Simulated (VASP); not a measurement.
# Sn (Fd-3m) in VASP: notebook

The runs below take Sn through single point, with PBE, revPBE+D4, RPBE.

Program: VASP 6.6.1. These are calculated values, not measurements. Logs are shortened: lines on timing, memory, paths and dates and some standing lists are left out, and cuts for length are marked.

### 1 The cell of the first run

Symmetry: Fd-3m, No. 227, cubic system. Conventional cell: a = 6.467 Å, b = 6.467 Å, c = 6.467 Å, α = 90.00°, β = 90.00°, γ = 90.00°. Sn (site symmetry -43m) has 4 Sn at 2.80 Å within 3.7 Å.

### 2 Single point, PBE

Input file INCAR:

```
PREC = Accurate
ENCUT = 520
EDIFF = 1E-7
ISMEAR = 0
SIGMA = 0.018000000000000002
LREAL = F
LASPH = T
NELM = 60
ALGO = Normal
ISIF = 2
LWAVE = F
LCHARG = F
GGA = PE
NBANDS = 21
```

Input file KPOINTS:

```
Automatic mesh
0
Gamma
  7 7 7
```

Input file POSCAR:

```
Sn
1.0
    0.0000000000      3.2333428000      3.2333428000
    3.2333428000      0.0000000000      3.2333428000
    3.2333428000      3.2333428000      0.0000000000
Sn
2
Direct
    0.7500000000      0.7500000000      0.7500000000
    0.5000000000      0.5000000000      0.5000000000
```

Potentials or basis: VASP PAW PBE potentials, release 64 (Sn_d).

Command:

```
cat potpaw_PBE.64/Sn_d/POTCAR > POTCAR
mpirun -np 1 vasp_std > vasp.out
```

OUTCAR:

```text
PREC = Accurate
   ENCUT = 520
   EDIFF = 1E-7
   ISMEAR = 0
   LREAL = F
   LASPH = T
   NELM = 60
   ISIF = 2
   GGA = PE

 ion  position               nearest neighbor table
   1  0.750  0.750  0.750-   2 2.80   2 2.80   2 2.80   2 2.80
   2  0.500  0.500  0.500-   1 2.80   1 2.80   1 2.80   1 2.80

  LATTYP: Found a face centered cubic cell.
 ALAT       =     6.4666856000

  Lattice vectors:

 A1 = (   0.0000000000,   3.2333428000,   3.2333428000)
 A2 = (   3.2333428000,   0.0000000000,   3.2333428000)
 A3 = (   3.2333428000,   3.2333428000,   0.0000000000)

Analysis of symmetry for initial positions (statically):
=====================================================================
 Subroutine PRICEL returns:
 Original cell was already a primitive cell.

 Routine SETGRP: Setting up the symmetry group for a
 face centered cubic supercell.

 Subroutine GETGRP returns: Found 48 space group operations
 (whereof 24 operations were pure point group operations)
 out of a pool of 48 trial point group operations.

The static configuration has the point symmetry T_d .
 The point group associated with its full space group is O_h .

Analysis of symmetry for dynamics (positions and initial velocities):
=====================================================================
 Subroutine PRICEL returns:
 Original cell was already a primitive cell.

 Routine SETGRP: Setting up the symmetry group for a
 face centered cubic supercell.

 Subroutine GETGRP returns: Found 48 space group operations
 (whereof 24 operations were pure point group operations)
 out of a pool of 48 trial point group operations.

The dynamic configuration has the point symmetry T_d .
 The point group associated with its full space group is O_h .

 Subroutine INISYM returns: Found 48 space group operations
 (whereof 24 operations are pure point group operations),
 and found     1 'primitive' translations

----------------------------------------------------------------------------------------

                                     Primitive cell

  volume of cell :      67.6060

  direct lattice vectors                    reciprocal lattice vectors
     0.000000000  3.233342800  3.233342800    -0.154638723  0.154638723  0.154638723
     3.233342800  0.000000000  3.233342800     0.154638723 -0.154638723  0.154638723
     3.233342800  3.233342800  0.000000000     0.154638723  0.154638723 -0.154638723

  length of vectors
     4.572637240  4.572637240  4.572637240     0.267842124  0.267842124  0.267842124

  position of ions in fractional coordinates (direct lattice)
     0.750000000  0.750000000  0.750000000
     0.500000000  0.500000000  0.500000000

  ion indices of the primitive-cell ions
   primitive index   ion index
                 1           1
                 2           2

----------------------------------------------------------------------------------------

 KPOINTS: Automatic mesh

Automatic generation of k-mesh.
 Grid dimensions read from file:
 generate k-points for:    7    7    7

 Generating k-lattice:

  Cartesian coordinates                     Fractional coordinates (reciprocal lattice)
    -0.022091246  0.022091246  0.022091246     0.142857143  0.000000000  0.000000000
     0.022091246 -0.022091246  0.022091246     0.000000000  0.142857143  0.000000000
     0.022091246  0.022091246 -0.022091246     0.000000000  0.000000000  0.142857143

  Length of vectors
     0.038263161  0.038263161  0.038263161

  Shift w.r.t. Gamma in fractional coordinates (k-lattice)
     0.000000000  0.000000000  0.000000000

 Subroutine IBZKPT returns following result:
 ===========================================

 Found     20 irreducible k-points:

 Following reciprocal coordinates:
            Coordinates               Weight
  0.000000  0.000000  0.000000      1.000000
  0.142857  0.000000  0.000000      8.000000
  0.285714  0.000000  0.000000      8.000000
  0.428571  0.000000  0.000000      8.000000
  0.142857  0.142857  0.000000      6.000000
  0.285714  0.142857  0.000000     24.000000
[... 12 lines left out ...]
 -0.428571  0.428571  0.142857     24.000000
 -0.285714  0.428571  0.142857     24.000000
   k-points           NKPTS =     20   k-points in BZ     NKDIM =     20   number of bands    NBANDS=     21
   number of dos      NEDOS =    301   number of ions     NIONS =      2
   total plane-waves  NPLWV =  46656
   dimension x,y,z NGX =    36 NGY =   36 NGZ =   36
   dimension x,y,z NGXF=    72 NGYF=   72 NGZF=   72
   ions per type =               2
   NGX,Y,Z   is equivalent  to a cutoff of  13.09, 13.09, 13.09 a.u.
   NGXF,Y,Z  is equivalent  to a cutoff of  26.18, 26.18, 26.18 a.u.
 SYSTEM =  unknown system
   PREC   = accura    normal or accurate (medium, high low for compatibility)
   ISTART =      0    job   : 0-new  1-cont  2-samecut
   ICHARG =      2    charge: 1-file 2-atom 10-const
   ISPIN  =      1    spin polarized calculation?
   LNONCOLLINEAR =      F non collinear calculations
   LSORBIT =      F    spin-orbit coupling
   LASPH  =      T    aspherical Exc in radial PAW
   ENCUT  =  520.0 eV  38.22 Ry    6.18 a.u.   8.50  8.50  8.50*2*pi/ulx,y,z
   NELM   =     60;   NELMIN=  2; NELMDL= -5     # of ELM steps
   EDIFF  = 0.1E-06   stopping-criterion for ELM
   LREAL  =      F    real-space projection
   EDIFFG = 0.1E-05   stopping-criterion for IOM
   NSW    =      0    number of steps for IOM
   IBRION =     -1    ionic relax: 0-MD 1-quasi-New 2-CG
   NFREE  =      0    steps in history (QN), initial steepest desc. (CG)
   ISIF   =      2    stress and relaxation
   ISYM   =      2    0-nonsym 1-usesym 2-fastsym
   POTIM  = 0.5000    time-step for ionic-motion
   TEBEG  =    0.0;   TEEND  =   0.0 temperature during run
   PSTRESS=    0.0 pullay stress
   NELECT =      28.0000    total number of electrons
   NUPDOWN=      -1.0000    fix difference up-down
   EMIN   =  10.00;   EMAX   =-10.00  energy-range for DOS
   EFERMI =   0.00;   METHOD = LEGACY
   ISMEAR =     0;   SIGMA  =   0.02  broadening in eV -4-tet -1-fermi 0-gaus
   EFERMI_NEDOS =   21; number of points for ismear=-14 and -15
   IALGO  =     38    algorithm
   IMIX   =      4    mixing-type and parameters
     AMIX     =   0.40;   BMIX     =  1.00
     AMIX_MAG =   1.60;   BMIX_MAG =  1.00
  volume/ion in A,a.u.               =      33.80       228.11
  Fermi-wavevector in a.u.,A,eV,Ry     =   1.220298  2.306028 20.260793  1.489126
  Thomas-Fermi vector in A             =   2.355520
   LORBIT       =      0    0 simple, 1 ext, 2 COOP (PROOUT), +10 PAW based schemes
   GGA     = PE    functional components
   LHFCALC =     F    Hartree Fock is set to
   AEXX    =    0.0000 exact exchange contribution
   IVDW    =     0    specifies the selected vdW correction
   LEPSILON=     F    determine dielectric tensor
   LRPA    =     F    only Hartree local field effects (RPA)
 non-spin polarized calculation
 Gauss-broadening in eV      SIGMA  =   0.02
  energy-cutoff  :      520.00
  volume of cell :       67.61
 maximum number of plane-waves:      1841
 NGX is ok and might be reduce to    36
   NGX = 17   NGY = 17   NGZ = 17

 number of electron      28.0000008 magnetization

 Free energy of the ion-electron system (eV)
  ---------------------------------------------------
  ext. energy  EPLUGINS =         0.00000000
  ---------------------------------------------------
  free energy    TOTEN  =        -7.60978004 eV

  energy without entropy =       -7.60959131  energy(sigma->0) =       -7.60968567

 E-fermi :   5.7957     XC(G=0):  -8.9195

 val. band max:        5.4865339732   @ k =   0.1429   0.0000   0.0000
 cond. band min:       5.8043098222   @ k =   0.4286   0.0000   0.0000
 fundamental gap:      0.3177758490
 Fermi energy:         5.7957238221

 k-point     1 :       0.0000    0.0000    0.0000
  band No.  band energies     occupation
      1     -15.9467      2.00000
      2     -15.9467      2.00000
      3     -15.9467      2.00000
      4     -15.8857      2.00000
      5     -15.8857      2.00000
      6     -15.5679      2.00000
[... 13 lines left out ...]
     20      13.7429      0.00000
     21      13.7429      0.00000

 k-point     2 :       0.1429    0.0000    0.0000
  band No.  band energies     occupation
      1     -15.9603      2.00000
      2     -15.9603      2.00000
      3     -15.9418      2.00000
      4     -15.8663      2.00000
      5     -15.8663      2.00000
      6     -15.5937      2.00000
[... 13 lines left out ...]
     20      12.7669      0.00000
     21      12.7669      0.00000

 k-point     3 :       0.2857    0.0000    0.0000
  band No.  band energies     occupation
      1     -15.9762      2.00000
      2     -15.9762      2.00000
      3     -15.9304      2.00000
      4     -15.8389      2.00000
      5     -15.8389      2.00000
      6     -15.6173      2.00000
[... 13 lines left out ...]
     20      12.7858      0.00000
     21      12.7858      0.00000

 k-point     4 :       0.4286    0.0000    0.0000
  band No.  band energies     occupation
      1     -15.9832      2.00000
      2     -15.9832      2.00000
      3     -15.9208      2.00000
      4     -15.8249      2.00000
      5     -15.8249      2.00000
      6     -15.6275      2.00000
[... 13 lines left out ...]
     20      14.0543      0.00000
     21      14.0543      0.00000

 k-point     5 :       0.1429    0.1429    0.0000
  band No.  band energies     occupation
      1     -15.9580      2.00000
      2     -15.9580      2.00000
      3     -15.9556      2.00000
      4     -15.8691      2.00000
      5     -15.8450      2.00000
      6     -15.6325      2.00000
[... 13 lines left out ...]
     20      12.0232      0.00000
     21      13.9697      0.00000
[... 286 lines left out ...]
     20      14.1055      0.00000
     21      14.7771      0.00000

 k-point    18 :      -0.4286    0.2857    0.1429
  band No.  band energies     occupation
      1     -16.0148      2.00000
      2     -15.9999      2.00000
      3     -15.8696      2.00000
      4     -15.7938      2.00000
      5     -15.7612      2.00000
      6     -15.7131      2.00000
[... 13 lines left out ...]
     20      14.2037      0.00000
     21      14.8981      0.00000

 k-point    19 :      -0.4286    0.4286    0.1429
  band No.  band energies     occupation
      1     -16.0104      2.00000
      2     -16.0079      2.00000
      3     -15.8617      2.00000
      4     -15.7897      2.00000
      5     -15.7588      2.00000
      6     -15.7004      2.00000
[... 13 lines left out ...]
     20      14.7988      0.00000
     21      16.0801      0.00000

 k-point    20 :      -0.2857    0.4286    0.1429
  band No.  band energies     occupation
      1     -16.0219      2.00000
      2     -16.0089      2.00000
      3     -15.8371      2.00000
      4     -15.7672      2.00000
      5     -15.7480      2.00000
      6     -15.7147      2.00000
[... 13 lines left out ...]
     20      14.5171      0.00000
     21      16.3114      0.00000

------------------------ aborting loop because EDIFF is reached ----------------------------------------

  FORCE on cell =-STRESS in cart. coord.  units (eV):
  Direction    XX          YY          ZZ          XY          YZ          ZX
  --------------------------------------------------------------------------------------
  -------------------------------------------------------------------------------------
  Total        1.5910765      1.5910765      1.5910765     -0.0000000      0.0000000     -0.0000000
  in kB       37.7065147     37.7065147     37.7065147     -0.0000000      0.0000000     -0.0000000
  external PRESSURE =      37.7065147 kB  Pullay stress =       0.0000000 kB

 VOLUME and BASIS-vectors are now :
 -----------------------------------------------------------------------------
  energy-cutoff  :      520.00
  volume of cell :       67.61
      direct lattice vectors                 reciprocal lattice vectors
     0.000000000  3.233342800  3.233342800    -0.154638723  0.154638723  0.154638723
     3.233342800  0.000000000  3.233342800     0.154638723 -0.154638723  0.154638723
     3.233342800  3.233342800  0.000000000     0.154638723  0.154638723 -0.154638723

 POSITION                                       TOTAL-FORCE (eV/Angst)
 -----------------------------------------------------------------------------------
      4.85001      4.85001      4.85001         0.000000      0.000000      0.000000
      3.23334      3.23334      3.23334        -0.000000     -0.000000      0.000000
 -----------------------------------------------------------------------------------
    total drift:                                0.000000      0.000000      0.000000

  FREE ENERGIE OF THE ION-ELECTRON SYSTEM (eV)
  ---------------------------------------------------
  free  energy   TOTEN  =        -7.6097800350 eV

  energy  without entropy=       -7.6095913071  energy(sigma->0) =       -7.60968567
```

It took 24 s on 1 thread of Intel Xeon Platinum 8488C (Sapphire Rapids), shared host; peak memory 0.2 GiB.

Results:

```yaml
Free_energy: -7.6098 eV
Pressure: 3.8 GPa
Band_gap_on_the_k_mesh: zero (band 14 reaches 5.84 eV, above the bottom of band 15 at 5.80 eV)
```

Caveat: spin-orbit coupling is left out, which moves the levels of the heavy elements.

### 3 Single point, revPBE+D4

This run uses another cell than the first one, of 35.43 Å³/atom, 1.048 times its volume.

Input file INCAR:

```
PREC = Accurate ; ENCUT = 520
EDIFF = 1E-7 ; ISMEAR = -1
SIGMA = 0.05 ; LREAL = False
LASPH = True ; NELM = 100
ALGO = Normal ; ISIF = 2
LWAVE = False ; LCHARG = False
GGA = RE ; IVDW = 13
NBANDS = 21
```

Input file KPOINTS:

```
regular mesh
0
Gamma
  7 7 7
```

Input file POSCAR:

```
Sn
1.0
    0.0000000000      3.2842800670      3.2842800670
    3.2842800670      0.0000000000      3.2842800670
    3.2842800670      3.2842800670      0.0000000000
Sn
2
Direct
    0.7500000000      0.7500000000      0.7500000000
    0.5000000000      0.5000000000      0.5000000000
```

Potentials or basis: VASP PAW PBE potentials, release 64 (Sn_d).

Command:

```
cat potpaw_PBE.64/Sn_d/POTCAR > POTCAR
mpirun -np 1 vasp_std > vasp.out
```

Run time: 24 s. Hardware: 1 thread of Intel Xeon Platinum 8488C (Sapphire Rapids), shared host; peak memory 0.2 GiB.

Results (log left out):

* Free energy: -8.0580 eV
* Pressure: 0.0 GPa
* Band gap on the k mesh: zero (band 14 reaches 5.44 eV, above the bottom of band 15 at 5.36 eV)
* Dispersion energy per atom: -0.487 eV

Levels at points of the mesh, in eV from the Fermi level:
```
           k point  band 11  band 12  band 13  band 14  band 15  band 16  band 17  band 18
(0.00, 0.00, 0.00)   -10.30    -0.78     0.13     0.13     0.13     2.21     2.21     2.21
```

Caveat: the PAW data sets were made with another functional, which shifts forces and pressure a little; spin-orbit coupling is left out, which moves the levels of the heavy elements; pairwise dispersion overbinds metals, which lowers pressure and volume.

### 4 Single point, RPBE

This run uses another cell than the first one, of 38.17 Å³/atom, 1.129 times its volume.

Input file INCAR:

```
SYSTEM = Sn
  PREC = Accurate
  ENCUT = 520
  EDIFF = 1E-6
  ISMEAR = -1
  SIGMA = 0.05
  LREAL = .FALSE.
  LASPH = .TRUE.
  NELM = 100
  ALGO = Normal
  ISIF = 2
  LWAVE = .FALSE.
  LCHARG = .TRUE.
  GGA = RP
  LELF = .TRUE.
  LVHAR = .TRUE.
  NBANDS = 21
```

Input file KPOINTS:

```
Automatic mesh
0
G
  7 7 7
  0 0 0
```

Input file POSCAR:

```
Sn
1.0
    0.0000000000      3.3670469646      3.3670469646
    3.3670469646      0.0000000000      3.3670469646
    3.3670469646      3.3670469646      0.0000000000
Sn
2
Direct
    0.7500000000      0.7500000000      0.7500000000
    0.5000000000      0.5000000000      0.5000000000
```

Command:

```
cat potpaw_PBE.64/Sn_d/POTCAR > POTCAR
mpirun -np 1 vasp_std > vasp.out
```

Wall time 22 s (1 thread of Intel Xeon Platinum 8488C (Sapphire Rapids), shared host); peak memory 0.2 GiB.

Results (log left out):

| Quantity | Value |
| --- | --- |
| Free energy | -7.0246 eV |
| Pressure | 0.0 GPa |
| Band gap on the k mesh | zero (band 14 reaches 4.75 eV, above the bottom of band 15 at 4.56 eV) |

Levels at points of the mesh, in eV from the Fermi level:
```
           k point  band 11  band 12  band 13  band 14  band 15  band 16  band 17  band 18
(0.00, 0.00, 0.00)    -9.78    -1.20     0.19     0.19     0.19     2.25     2.25     2.25
```

Caveat: the PAW data sets were made with another functional, which shifts forces and pressure a little; spin-orbit coupling is left out, which moves the levels of the heavy elements.

### 5 The runs side by side

| level | cell | smearing | gap on the mesh (eV) | pressure (GPa) |
| --- | --- | --- | --- | --- |
| PBE | a = 4.573 Å, angles 60.0°, 2 atoms | gaussian 0.018 eV | none | 3.8 |
| revPBE+D4 | a = 4.645 Å, angles 60.0°, 2 atoms | fermi-dirac 0.05 eV | none | 0.0 |
| RPBE | a = 4.762 Å, angles 60.0°, 2 atoms | fermi-dirac 0.05 eV | none | 0.0 |

Alike in all rows: task single point; potentials or basis VASP PAW PBE potentials, release 64 (Sn_d); no spin polarisation; k mesh 7 × 7 × 7; cutoff (eV) 520.

Caveats: spin-orbit coupling is left out, which moves the levels of the heavy elements; the PAW data sets were made with another functional, which shifts forces and pressure a little (some runs); pairwise dispersion overbinds metals, which lowers pressure and volume (some runs).

Total energies depend on the potentials used, so only differences within one code and one set of settings carry meaning.
